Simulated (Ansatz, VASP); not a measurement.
GaP in VASP and in Ansatz

POSCAR

```
GaP
1.0
    0.0000000000      2.7611126653      2.7611126653
    2.7611126653      0.0000000000      2.7611126653
    2.7611126653      2.7611126653      0.0000000000
Ga P
1 1
Direct
    0.0000000000      0.0000000000      0.0000000000
    0.2500000000      0.2500000000      0.2500000000
```

The input INCAR.step1:

```
SYSTEM = GaP
PREC = Accurate ; ENCUT = 520
ISMEAR = -1 ; SIGMA = 0.1
LREAL = .FALSE. ; LASPH = .TRUE.
NELM = 100 ; NBANDS = 16
GGA = PE ; ALGO = Normal
EDIFF = 1E-4 ; LWAVE = .TRUE.
LCHARG = .FALSE.
```

Contents of INCAR.step2:

```
SYSTEM = GaP
PREC = Accurate ; ENCUT = 520
EDIFF = 1E-6 ; ISMEAR = -1
SIGMA = 0.1 ; LREAL = .FALSE.
LASPH = .TRUE. ; NELM = 100
ALGO = Normal ; ISIF = 2
LWAVE = .FALSE. ; LCHARG = .FALSE.
METAGGA = R2SCAN ; LMIXTAU = .TRUE.
NBANDS = 16 ; ISTART = 1
```

File KPOINTS:

```
Automatic mesh
0
G
  6 6 6
  0 0 0
```

Input for Ansatz:

```yaml
crystal:
  lattice:
    - [0.0, 2.761112665260938, 2.761112665260938]
    - [2.761112665260938, 0.0, 2.761112665260938]
    - [2.761112665260938, 2.761112665260938, 0.0]
  atoms:
    - { symbol: Ga, position: [0.0, 0.0, 0.0] }
    - { symbol: P, position: [0.25, 0.25, 0.25] }
basis:
  ecutwfc: 600.0
kpoints:
  mp_grid:
    grid: [6, 6, 6]
hamiltonian:
  xc: r2scan
scf:
  occupations:
    method: fermi_dirac
output:
  stress: true
```

Alike in both runs: task single point; functional r2SCAN; k mesh 6 × 6 × 6; no spin polarisation.

|  | VASP | Ansatz |
| --- | --- | --- |
| version | VASP 6.6.1 | Ansatz 0.2.0 |
| potentials or method | VASP PAW PBE potentials, release 64 (Ga_d, P), cutoff 520 eV | plane waves, PAW |
| occupations | fermi-dirac, width 0.1 eV | fermi-dirac |
| valence electrons in the cell | 18 | 18 |

```tsv
	VASP	Ansatz	Ansatz less VASP
pressure (GPa)	-3.2	-3.1	+0.07
```

VASP's potentials were made for PBE, not for r2SCAN.
